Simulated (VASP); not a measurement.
# Sb (R-3m) in VASP: further runs

Sb is run at these levels: r2SCAN; tasks: electric field gradients.

All numbers are computed with VASP 6.6.1; they aren't measurements. Logs are shortened: lines on timing, memory, paths and dates and some standing lists are left out, and cuts for length are marked.

## Step 1: The cell of the first run

The structure is trigonal, space group R-3m (No. 166). Conventional cell: a = 4.280 Å, b = 4.280 Å, c = 11.295 Å, α = 90.00°, β = 90.00°, γ = 120.00°. Within 3.8 Å of Sb (site symmetry 3m) lie 6 Sb at 2.88 to 3.37 Å.

## Step 2: Electric field gradients, r2SCAN (29.87 Å³/atom)

POSCAR reads:

```
Sb
1.0
    2.1401607480      1.2356223840      3.7649545526
   -2.1401607480      1.2356223840      3.7649545526
    0.0000000000     -2.4712447680      3.7649545526
Sb
2
Direct
    0.2682562500      0.2682562500      0.2682562500
    0.7317437500      0.7317437500      0.7317437500
```

INCAR.step1 reads:

```
SYSTEM = Sb
  ALGO = Normal
  EDIFF = 1E-4
  ENCUT = 520
  GGA = PE
  ISMEAR = -1
  LASPH = .True.
  LCHARG = .False.
  LREAL = .False.
  LWAVE = .True.
  NBANDS = 12
  NELM = 100
  PREC = Accurate
  SIGMA = 0.05
```

INCAR.step2 reads:

```
SYSTEM = Sb
  ALGO = Normal
  EDIFF = 1E-8
  ENCUT = 520
  ISIF = 2
  ISMEAR = -1
  ISTART = 1
  LASPH = .True.
  LCHARG = .False.
  LEFG = .True.
  LMIXTAU = .True.
  LREAL = .False.
  LWAVE = .False.
  METAGGA = R2SCAN
  NBANDS = 12
  NELM = 100
  PREC = Accurate
  SIGMA = 0.05
```

KPOINTS reads:

```
k-points
0
Gamma
  11 11 11
  0 0 0
```

Potentials or basis: VASP PAW PBE potentials, release 64 (Sb).

On the command line:

```bash
$ cat potpaw_PBE.64/Sb/POTCAR > POTCAR
$ cp INCAR.step1 INCAR
$ mpirun -np 1 vasp_std > vasp.out
$ cp INCAR.step2 INCAR
$ mpirun -np 1 vasp_std > vasp.out
```

OUTCAR:

```text
SYSTEM = Sb
   EDIFF = 1E-8
   ENCUT = 520
   ISIF = 2
   ISMEAR = -1
   ISTART = 1
   LASPH = .True.
   LREAL = .False.
   METAGGA = R2SCAN
   NELM = 100
   PREC = Accurate

 ion  position               nearest neighbor table
   1  0.268  0.268  0.268-   2 2.88   2 2.88   2 2.88   2 3.37   2 3.37   2 3.37
   2  0.732  0.732  0.732-   1 2.88   1 2.88   1 2.88   1 3.37   1 3.37   1 3.37

  LATTYP: Found a trigonal (rhomboedric) cell.
 ALAT       =     4.5035467674
 COS(alpha) =     0.5483381276

  Lattice vectors:

 A1 = (   2.1401607480,   1.2356223840,   3.7649545526)
 A2 = (  -2.1401607480,   1.2356223840,   3.7649545526)
 A3 = (   0.0000000000,  -2.4712447680,   3.7649545526)

Analysis of symmetry for initial positions (statically):
=====================================================================
 Subroutine PRICEL returns:
 Original cell was already a primitive cell.

 Routine SETGRP: Setting up the symmetry group for a
 trigonal (rhombohedral) supercell.

 Subroutine GETGRP returns: Found 12 space group operations
 (whereof 12 operations were pure point group operations)
 out of a pool of 12 trial point group operations.

The static configuration has the point symmetry D_3d.

Analysis of symmetry for dynamics (positions and initial velocities):
=====================================================================
 Subroutine PRICEL returns:
 Original cell was already a primitive cell.

 Routine SETGRP: Setting up the symmetry group for a
 trigonal (rhombohedral) supercell.

 Subroutine GETGRP returns: Found 12 space group operations
 (whereof 12 operations were pure point group operations)
 out of a pool of 12 trial point group operations.

The dynamic configuration has the point symmetry D_3d.

 Subroutine INISYM returns: Found 12 space group operations
 (whereof 12 operations are pure point group operations),
 and found     1 'primitive' translations

----------------------------------------------------------------------------------------

                                     Primitive cell

  volume of cell :      59.7370

  direct lattice vectors                    reciprocal lattice vectors
     2.140160748  1.235622384  3.764954553     0.233627311  0.134884791  0.088535819
    -2.140160748  1.235622384  3.764954553    -0.233627311  0.134884791  0.088535819
     0.000000000 -2.471244768  3.764954553     0.000000000 -0.269769581  0.088535819

  length of vectors
     4.503546767  4.503546767  4.503546767     0.283926431  0.283926431  0.283926431

  position of ions in fractional coordinates (direct lattice)
     0.268256250  0.268256250  0.268256250
     0.731743750  0.731743750  0.731743750

  ion indices of the primitive-cell ions
   primitive index   ion index
                 1           1
                 2           2

----------------------------------------------------------------------------------------

 KPOINTS: k-points

Automatic generation of k-mesh.
 Grid dimensions read from file:
 generate k-points for:   11   11   11

 Generating k-lattice:

  Cartesian coordinates                     Fractional coordinates (reciprocal lattice)
     0.021238846  0.012262254  0.008048711     0.090909091  0.000000000  0.000000000
    -0.021238846  0.012262254  0.008048711     0.000000000  0.090909091  0.000000000
     0.000000000 -0.024524507  0.008048711     0.000000000  0.000000000  0.090909091

  Length of vectors
     0.025811494  0.025811494  0.025811494

  Shift w.r.t. Gamma in fractional coordinates (k-lattice)
     0.000000000  0.000000000  0.000000000

 Subroutine IBZKPT returns following result:
 ===========================================

 Found    146 irreducible k-points:

 Following reciprocal coordinates:
            Coordinates               Weight
  0.000000  0.000000  0.000000      1.000000
  0.090909 -0.000000  0.000000      6.000000
  0.181818  0.000000  0.000000      6.000000
  0.272727 -0.000000  0.000000      6.000000
  0.363636  0.000000  0.000000      6.000000
  0.454545  0.000000  0.000000      6.000000
[... 16 lines left out ...]
 -0.272727  0.181818  0.000000     12.000000
 -0.181818  0.181818  0.000000      6.000000
 [... further k-points ...]
   k-points           NKPTS =    146   k-points in BZ     NKDIM =    146   number of bands    NBANDS=     12
   number of dos      NEDOS =    301   number of ions     NIONS =      2
   total plane-waves  NPLWV =  46656
   dimension x,y,z NGX =    36 NGY =   36 NGZ =   36
   dimension x,y,z NGXF=    72 NGYF=   72 NGZF=   72
   ions per type =               2
   NGX,Y,Z   is equivalent  to a cutoff of  13.29, 13.29, 13.29 a.u.
   NGXF,Y,Z  is equivalent  to a cutoff of  26.58, 26.58, 26.58 a.u.
 SYSTEM =  Sb
   PREC   = accura    normal or accurate (medium, high low for compatibility)
   ISTART =      1    job   : 0-new  1-cont  2-samecut
   ICHARG =      0    charge: 1-file 2-atom 10-const
   ISPIN  =      1    spin polarized calculation?
   LNONCOLLINEAR =      F non collinear calculations
   LSORBIT =      F    spin-orbit coupling
   LASPH  =      T    aspherical Exc in radial PAW
   ENCUT  =  520.0 eV  38.22 Ry    6.18 a.u.   8.37  8.37  8.37*2*pi/ulx,y,z
   NELM   =    100;   NELMIN=  2; NELMDL=  0     # of ELM steps
   EDIFF  = 0.1E-07   stopping-criterion for ELM
   LREAL  =      F    real-space projection
   EDIFFG = 0.1E-06   stopping-criterion for IOM
   NSW    =      0    number of steps for IOM
   IBRION =     -1    ionic relax: 0-MD 1-quasi-New 2-CG
   NFREE  =      0    steps in history (QN), initial steepest desc. (CG)
   ISIF   =      2    stress and relaxation
   ISYM   =      2    0-nonsym 1-usesym 2-fastsym
   POTIM  = 0.5000    time-step for ionic-motion
   TEBEG  =    0.0;   TEEND  =   0.0 temperature during run
   PSTRESS=    0.0 pullay stress
   NELECT =      10.0000    total number of electrons
   NUPDOWN=      -1.0000    fix difference up-down
   EMIN   =  10.00;   EMAX   =-10.00  energy-range for DOS
   EFERMI =   0.00;   METHOD = LEGACY
   ISMEAR =    -1;   SIGMA  =   0.05  broadening in eV -4-tet -1-fermi 0-gaus
   EFERMI_NEDOS =   21; number of points for ismear=-14 and -15
   IALGO  =     38    algorithm
   IMIX   =      4    mixing-type and parameters
     AMIX     =   0.40;   BMIX     =  1.00
     AMIX_MAG =   1.60;   BMIX_MAG =  1.00
  volume/ion in A,a.u.               =      29.87       201.56
  Fermi-wavevector in a.u.,A,eV,Ry     =   0.902250  1.705006 11.075903  0.814056
  Thomas-Fermi vector in A             =   2.025431
   LORBIT       =      0    0 simple, 1 ext, 2 COOP (PROOUT), +10 PAW based schemes
   METAGGA = R2SCAN    functional components
   LHFCALC =     F    Hartree Fock is set to
   AEXX    =    0.0000 exact exchange contribution
   IVDW    =     0    specifies the selected vdW correction
   LEPSILON=     F    determine dielectric tensor
   LRPA    =     F    only Hartree local field effects (RPA)
 non-spin polarized calculation
  energy-cutoff  :      520.00
  volume of cell :       59.74
 maximum number of plane-waves:      1621
 NGX is ok and might be reduce to    36
   NGX = 17   NGY = 17   NGZ = 17

 number of electron      10.0000000 magnetization

 Free energy of the ion-electron system (eV)
  ---------------------------------------------------
  ext. energy  EPLUGINS =         0.00000000
  ---------------------------------------------------
  free energy    TOTEN  =       -51.36319678 eV

  energy without entropy =      -51.36200160  energy(sigma->0) =      -51.36259919

 E-fermi :   7.5339     XC(G=0): -10.0356

 val. band max:        7.4579596793   @ k =   0.4545   0.0000   0.0000
 cond. band min:       7.6257101148   @ k =   0.4545   0.4545   0.4545
 fundamental gap:      0.1677504356
 Fermi energy:         7.5339136901

 k-point     1 :       0.0000    0.0000    0.0000
  band No.  band energies     occupation
      1      -6.0866      2.00000
      2       2.6858      2.00000
      3       5.1018      2.00000
      4       5.3433      2.00000
      5       5.3433      2.00000
      6       9.3789      0.00000
      7      10.1629      0.00000
      8      10.1629      0.00000
      9      12.8858      0.00000
     10      12.8858      0.00000
     11      13.1944      0.00000
     12      14.4557      0.00000
[... 331 lines left out ...]
 k-point    24 :      -0.1818    0.1818    0.0000
  band No.  band energies     occupation
      1      -5.0342      2.00000
      2      -0.2537      2.00000
      3       3.6988      2.00000
      4       5.9645      2.00000
      5       6.1213      2.00000
      6       7.9802      0.00027
      7       8.3829      0.00000
      8      10.8937      0.00000
      9      12.0274      0.00000
     10      13.7398      0.00000
     11      15.8473      0.00000
     12      15.8569      0.00000

 [... further k-points ...]

------------------------ aborting loop because EDIFF is reached ----------------------------------------

  FORCE on cell =-STRESS in cart. coord.  units (eV):
  Direction    XX          YY          ZZ          XY          YZ          ZX
  --------------------------------------------------------------------------------------
  -------------------------------------------------------------------------------------
  Total        1.2729248      1.2729248      1.1071052     -0.0000000      0.0000000      0.0000000
  in kB       34.1405233     34.1405233     29.6931531     -0.0000000      0.0000000      0.0000000
  external PRESSURE =      32.6580665 kB  Pullay stress =       0.0000000 kB

 VOLUME and BASIS-vectors are now :
 -----------------------------------------------------------------------------
  energy-cutoff  :      520.00
  volume of cell :       59.74
      direct lattice vectors                 reciprocal lattice vectors
     2.140160748  1.235622384  3.764954553     0.233627311  0.134884791  0.088535819
    -2.140160748  1.235622384  3.764954553    -0.233627311  0.134884791  0.088535819
     0.000000000 -2.471244768  3.764954553     0.000000000 -0.269769581  0.088535819

 POSITION                                       TOTAL-FORCE (eV/Angst)
 -----------------------------------------------------------------------------------
      0.00000      0.00000      3.02992         0.000000      0.000000     -0.370438
      0.00000      0.00000      8.26495         0.000000     -0.000000      0.370438
 -----------------------------------------------------------------------------------
    total drift:                                0.000000      0.000000     -0.000000

  FREE ENERGIE OF THE ION-ELECTRON SYSTEM (eV)
  ---------------------------------------------------
  free  energy   TOTEN  =       -51.3631967778 eV

  energy  without entropy=      -51.3620015986  energy(sigma->0) =      -51.36259919

 Electric field gradients (V/A^2)
---------------------------------------------------------------------
 ion       V_xx      V_yy      V_zz      V_xy      V_xz      V_yz
---------------------------------------------------------------------
   1      32.491    32.491   -64.982     0.000    -0.000    -0.000
   2      32.491    32.491   -64.982     0.000    -0.000    -0.000
---------------------------------------------------------------------

 Electric field gradients after diagonalization (V/A^2)
 (convention: |V_zz| > |V_xx| > |V_yy|)
----------------------------------------------------------------------
 ion       V_xx      V_yy      V_zz     asymmetry (V_yy - V_xx)/ V_zz
----------------------------------------------------------------------
   1      32.491    32.491   -64.982       0.000
   2      32.491    32.491   -64.982       0.000
----------------------------------------------------------------------

           NMR quadrupolar parameters

 Cq : quadrupolar parameter    Cq=e*Q*V_zz/h
 eta: asymmetry parameters     (V_yy - V_xx)/ V_zz
 Q  : nuclear electric quadrupole moment in mb (millibarn)
----------------------------------------------------------------------
 ion       Cq(MHz)       eta       Q (mb)
----------------------------------------------------------------------
   1      -0.157       0.000       1.000
   2      -0.157       0.000       1.000
----------------------------------------------------------------------
```

Run time: 6.1 min. Hardware: 1 thread of AMD EPYC 9R14 (Zen 4), shared host; peak memory 0.24 GiB.

Results:

- Free energy: -51.3632 eV
- Pressure: 3.3 GPa
- Largest force: 0.370 eV/Å
- Band gap on the k mesh: zero (bands 5 and 6 overlap by 0.20 eV)
- Largest electric field gradient by atom: Sb -65.0 V/Å²

Forces in eV/Å, atoms in the order of the input:
```
Sb   0.000  0.000 -0.370
Sb   0.000  0.000  0.370
```

Levels at points of the mesh, in eV from the Fermi level:
| k point | band 1 | band 2 | band 3 | band 4 | band 5 | band 6 | band 7 | band 8 | band 9 | band 10 |
| --- | --- | --- | --- | --- | --- | --- | --- | --- | --- | --- |
| (0.00, 0.00, 0.00) | -13.62 | -4.85 | -2.43 | -2.19 | -2.19 | 1.84 | 2.63 | 2.63 | 5.35 | 5.35 |

Electric field gradients, principal values (V/Å²):
```
atom   least  middle  greatest (by size)
1 Sb  32.491  32.491             -64.982
2 Sb  32.491  32.491             -64.982
```

Caveat: the cell stands under pressure; without QUAD_EFG the Cq values of the log hold for a quadrupole moment of 1 mb, not for the nuclei; the PAW data sets were made with another functional, which shifts forces and pressure a little; spin-orbit coupling is left out, which moves the levels of the heavy elements.

## Step 3: Electric field gradients, r2SCAN (29.87 Å³/atom)

POSCAR is that of step 2.

INCAR.step1 reads:

```
PREC = Accurate
ENCUT = 520
ISMEAR = -1
SIGMA = 0.05
LREAL = F
LASPH = T
NELM = 80
NBANDS = 12
GGA = PE
ALGO = Normal
EDIFF = 1E-4
LWAVE = T
LCHARG = F
```

INCAR.step2 reads:

```
PREC = Accurate
ENCUT = 520
EDIFF = 1E-8
ISMEAR = -1
SIGMA = 0.05
LREAL = F
LASPH = T
NELM = 80
ALGO = Normal
ISIF = 2
LWAVE = F
LCHARG = F
METAGGA = R2SCAN
LMIXTAU = T
LEFG = T
NBANDS = 12
ISTART = 1
```

KPOINTS reads:

```
Automatic mesh
0
Gamma
  11 11 11
```

Potentials or basis: VASP PAW PBE potentials, release 64 (Sb).

On the command line:

```bash
$ cat potpaw_PBE.64/Sb/POTCAR > POTCAR
$ cp INCAR.step1 INCAR
$ mpirun -np 1 vasp_std > vasp.out
$ cp INCAR.step2 INCAR
$ mpirun -np 1 vasp_std > vasp.out
```

OUTCAR:

```text
PREC = Accurate
   ENCUT = 520
   EDIFF = 1E-8
   ISMEAR = -1
   LREAL = F
   LASPH = T
   NELM = 80
   ISIF = 2
   METAGGA = R2SCAN
   ISTART = 1

 ion  position               nearest neighbor table
   1  0.268  0.268  0.268-   2 2.88   2 2.88   2 2.88   2 3.37   2 3.37   2 3.37
   2  0.732  0.732  0.732-   1 2.88   1 2.88   1 2.88   1 3.37   1 3.37   1 3.37

  LATTYP: Found a trigonal (rhomboedric) cell.
 ALAT       =     4.5035467674
 COS(alpha) =     0.5483381276

  Lattice vectors:

 A1 = (   2.1401607480,   1.2356223840,   3.7649545526)
 A2 = (  -2.1401607480,   1.2356223840,   3.7649545526)
 A3 = (   0.0000000000,  -2.4712447680,   3.7649545526)

Analysis of symmetry for initial positions (statically):
=====================================================================
 Subroutine PRICEL returns:
 Original cell was already a primitive cell.

 Routine SETGRP: Setting up the symmetry group for a
 trigonal (rhombohedral) supercell.

[... 550 lines left out ...]
     2.140160748  1.235622384  3.764954553     0.233627311  0.134884791  0.088535819
    -2.140160748  1.235622384  3.764954553    -0.233627311  0.134884791  0.088535819
     0.000000000 -2.471244768  3.764954553     0.000000000 -0.269769581  0.088535819

 POSITION                                       TOTAL-FORCE (eV/Angst)
 -----------------------------------------------------------------------------------
      0.00000      0.00000      3.02992         0.000000      0.000000     -0.370438
      0.00000      0.00000      8.26495         0.000000     -0.000000      0.370438
 -----------------------------------------------------------------------------------
    total drift:                                0.000000      0.000000     -0.000000

  FREE ENERGIE OF THE ION-ELECTRON SYSTEM (eV)
  ---------------------------------------------------
  free  energy   TOTEN  =       -51.3631967778 eV

  energy  without entropy=      -51.3620015986  energy(sigma->0) =      -51.36259919

 Electric field gradients (V/A^2)
---------------------------------------------------------------------
 ion       V_xx      V_yy      V_zz      V_xy      V_xz      V_yz
---------------------------------------------------------------------
   1      32.491    32.491   -64.982     0.000    -0.000    -0.000
   2      32.491    32.491   -64.982     0.000    -0.000    -0.000
---------------------------------------------------------------------

 Electric field gradients after diagonalization (V/A^2)
 (convention: |V_zz| > |V_xx| > |V_yy|)
----------------------------------------------------------------------
 ion       V_xx      V_yy      V_zz     asymmetry (V_yy - V_xx)/ V_zz
----------------------------------------------------------------------
   1      32.491    32.491   -64.982       0.000
   2      32.491    32.491   -64.982       0.000
----------------------------------------------------------------------

           NMR quadrupolar parameters

 Cq : quadrupolar parameter    Cq=e*Q*V_zz/h
 eta: asymmetry parameters     (V_yy - V_xx)/ V_zz
 Q  : nuclear electric quadrupole moment in mb (millibarn)
----------------------------------------------------------------------
 ion       Cq(MHz)       eta       Q (mb)
----------------------------------------------------------------------
   1      -0.157       0.000       1.000
   2      -0.157       0.000       1.000
----------------------------------------------------------------------
```

OSZICAR.step1:

```text
N       E                     dE             d eps       ncg     rms          rms(c)
DAV:   1     0.358545544769E+02    0.35855E+02   -0.35755E+03  3504   0.655E+02
DAV:   2    -0.625583390077E+01   -0.42110E+02   -0.40544E+02  4652   0.109E+02
DAV:   3    -0.820882172309E+01   -0.19530E+01   -0.19382E+01  4340   0.259E+01
DAV:   4    -0.822673575545E+01   -0.17914E-01   -0.17906E-01  4020   0.290E+00
DAV:   5    -0.822694619065E+01   -0.21044E-03   -0.21043E-03  4320   0.352E-01    0.315E+00
DAV:   6    -0.822281607497E+01    0.41301E-02   -0.37151E-03  4084   0.372E-01    0.192E+00
DAV:   7    -0.822108452547E+01    0.17315E-02   -0.85237E-03  4076   0.565E-01    0.696E-02
DAV:   8    -0.822118602066E+01   -0.10150E-03   -0.35620E-04  4236   0.114E-01    0.283E-02
DAV:   9    -0.822121868827E+01   -0.32668E-04   -0.49124E-05  2712   0.420E-02
   1 F= -.82212187E+01 E0= -.82206640E+01  d E =-.110942E-02
```

Wall time 6.1 min (1 thread of AMD EPYC 9R14 (Zen 4), shared host); peak memory 0.24 GiB.

Results:

```
Free energy                             : -51.3632 eV
Pressure                                : 3.3 GPa
Largest force                           : 0.370 eV/Å
Band gap on the k mesh                  : zero (bands 5 and 6 overlap by 0.20 eV)
Largest electric field gradient by atom : Sb -65.0 V/Å²
```

Forces on the atoms (eV/Å):
```
Sb   0.000  0.000 -0.370
Sb   0.000  0.000  0.370
```

Electric field gradients, principal values (V/Å²):
```csv
atom,least,middle,greatest (by size)
1 Sb,32.491,32.491,-64.982
2 Sb,32.491,32.491,-64.982
```

Caveat: the cell stands under pressure; without QUAD_EFG the Cq values of the log hold for a quadrupole moment of 1 mb, not for the nuclei; the PAW data sets were made with another functional, which shifts forces and pressure a little; spin-orbit coupling is left out, which moves the levels of the heavy elements.

The gap in the log of VASP goes by the Fermi energy; the results here count the filled bands.